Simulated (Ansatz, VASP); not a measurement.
**Ir in VASP and in Ansatz**

The input INCAR:

```
SYSTEM = Ir
PREC     = Accurate       ! precision mode
ENCUT    = 500            ! plane-wave cutoff, eV
EDIFF    = 1E-6           ! SCF threshold, eV
ISMEAR   = 0              ! smearing method
SIGMA    = 0.1            ! smearing width, eV
LREAL    = .False.        ! projectors in reciprocal space
LASPH    = .True.         ! aspherical terms in the spheres
NELM     = 120            ! most SCF steps
ALGO     = Normal         ! electronic algorithm
ISIF     = 2              ! what is computed and relaxed
LWAVE    = .False.        ! write WAVECAR
LCHARG   = .False.        ! write CHGCAR
GGA      = RP             ! functional
NBANDS   = 10             ! bands
GGA_COMPAT= .False.
```

Contents of KPOINTS:

```
regular mesh
0
Gamma
  10 10 10
  0 0 0
```

File POSCAR:

```
Ir
1.0
    0.0000000000      1.9269646676      1.9269646676
    1.9269646676      0.0000000000      1.9269646676
    1.9269646676      1.9269646676      0.0000000000
Ir
1
Direct
    0.0043734631     -0.0041207151      0.0032921642
```

Input for Ansatz:

```yaml
crystal:
  lattice:
    - [0.0, 1.9269646676, 1.9269646676]
    - [1.9269646676, 0.0, 1.9269646676]
    - [1.9269646676, 1.9269646676, 0.0]
  atoms:
    - { symbol: Ir, position: [0.0043734631, -0.0041207151, 0.0032921642] }
basis:
  ecutwfc: "19 Ha"
kpoints:
  mp_grid: { grid: [10, 10, 10] }
hamiltonian:
  xc: rpbe
scf:
  occupations: { method: gaussian, width: 0.1 }
  max_iter: 68
output:
  forces: true
  stress: true
  eigenvalues: true
```

Alike in both runs: task single point; functional RPBE; k mesh 10 × 10 × 10; occupations gaussian, width 0.1 eV; no spin polarisation.

|  | VASP | Ansatz |
| --- | --- | --- |
| version | VASP 6.6.1 | Ansatz 0.2.0 |
| potentials or method | VASP PAW PBE potentials, release 64 (Ir), cutoff 500 eV | scalar-relativistic, plane waves, PAW |
| valence electrons in the cell | 9 | 17 |

Ansatz gave:

```
gap on the k mesh at the Fermi level (eV) : none
pressure (GPa)                            : 8.8
```

Problem. Estimate VASP's values.

Solution. gap on the k mesh at the Fermi level (eV): none; pressure (GPa): 9.3.

VASP's potentials were made for PBE, not for RPBE. A gap of «none» marks a metal or a gap that the smearing closes. VASP's potentials hold 9 valence electrons a cell and Ansatz's 17, so a difference there can come from the potentials and not from the codes.

Neither program's run includes spin-orbit coupling.
